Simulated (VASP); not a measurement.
Here is a VASP 6.6.1 calculation.

File POSCAR:

```
PbO2
1.0
    0.0000000000      2.6468338291      2.6468338291
    2.6468338291      0.0000000000      2.6468338291
    2.6468338291      2.6468338291      0.0000000000
Pb O
1 2
Direct
    0.0000000000      0.0000000000      0.0000000000
    0.7500000000      0.7500000000      0.7500000000
    0.2500000000      0.2500000000      0.2500000000
```

File INCAR.step1:

```
SYSTEM = PbO2
PREC = Accurate ; ENCUT = 660
ISMEAR = -1 ; SIGMA = 0.05
LREAL = .False. ; LASPH = .True.
NELM = 120 ; NBANDS = 20
GGA = PE ; ALGO = Normal
EDIFF = 1E-5 ; LWAVE = .True.
LCHARG = .False. ; GGA_COMPAT = .False.
```

The input INCAR.step2:

```
SYSTEM = PbO2
PREC = Accurate ; ENCUT = 660
EDIFF = 1E-6 ; ISMEAR = -1
SIGMA = 0.05 ; LREAL = .False.
LASPH = .True. ; NELM = 120
ALGO = Normal ; ISIF = 2
LWAVE = .False. ; LCHARG = .False.
METAGGA = R2SCAN ; LMIXTAU = .True.
NBANDS = 20 ; ISTART = 1
GGA_COMPAT = .False.
```

KPOINTS

```
Automatic mesh
0
Gamma
  9 9 9
  0 0 0
```

Potentials or basis: VASP PAW PBE potentials, release 64 (Pb_d, O).

Run with:

```sh
$ cat potpaw_PBE.64/Pb_d/POTCAR potpaw_PBE.64/O/POTCAR > POTCAR
$ cp INCAR.step1 INCAR
$ mpirun -np 1 vasp_std > vasp.out
$ cp INCAR.step2 INCAR
$ mpirun -np 1 vasp_std > vasp.out
```

Problem. Predict the pressure.

Solution. 3.4 GPa.

Problem. What does it give for the band gap on the k mesh?

Solution. Zero (bands 13 and 14 overlap by 1.31 eV).

Caveat: the cell stands under pressure; the PAW data sets were made with another functional, which shifts forces and pressure a little; spin-orbit coupling is left out, which moves the levels of the heavy elements.
